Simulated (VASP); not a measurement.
A run of VASP 6.6.1 is set up as follows.

The input INCAR:

```
SYSTEM = Ge
PREC     = Accurate       ! precision mode
ENCUT    = 520            ! plane-wave cutoff, eV
EDIFF    = 1E-6           ! SCF threshold, eV
ISMEAR   = 0              ! smearing method
SIGMA    = 0.15           ! smearing width, eV
LREAL    = .False.        ! projectors in reciprocal space
LASPH    = .True.         ! aspherical terms in the spheres
NELM     = 60             ! most SCF steps
ALGO     = Normal         ! electronic algorithm
ISIF     = 2              ! what is computed and relaxed
LWAVE    = .False.        ! write WAVECAR
LCHARG   = .True.         ! write CHGCAR
LELF     = .True.         ! ELF
LVHAR    = .True.       
NBANDS   = 21             ! bands
```

KPOINTS

```
Automatic mesh
0
Gamma
  14 14 14
  0 0 0
```

File POSCAR:

```
Ge
1.0
    0.0000000000      2.8434572514      2.7452228512
    2.8434572514      0.0000000000      2.7452228512
    2.8434572514      2.8434572514      0.0000000000
Ge
2
Direct
    0.5145870489      0.4854129511      0.4854129511
    0.7354129511      0.7645870489      0.7645870489
```

Potentials or basis: VASP PAW LDA potentials, release 64 (Ge_d).

Run with:

```sh
$ cat potpaw_LDA.64/Ge_d/POTCAR > POTCAR
$ mpirun -np 1 vasp_std > vasp.out
```

(1) Predict the pressure.

(2) Predict the largest force.

## Answers

(1) 1.2 GPa.

(2) 1.830 eV/Å.

Caveat: the cell differs from its parent crystal (atoms displaced along a vibrational mode, the cell strained); forces of over 1 eV/Å act on the atoms, so gaps and moduli don't describe the material at rest.
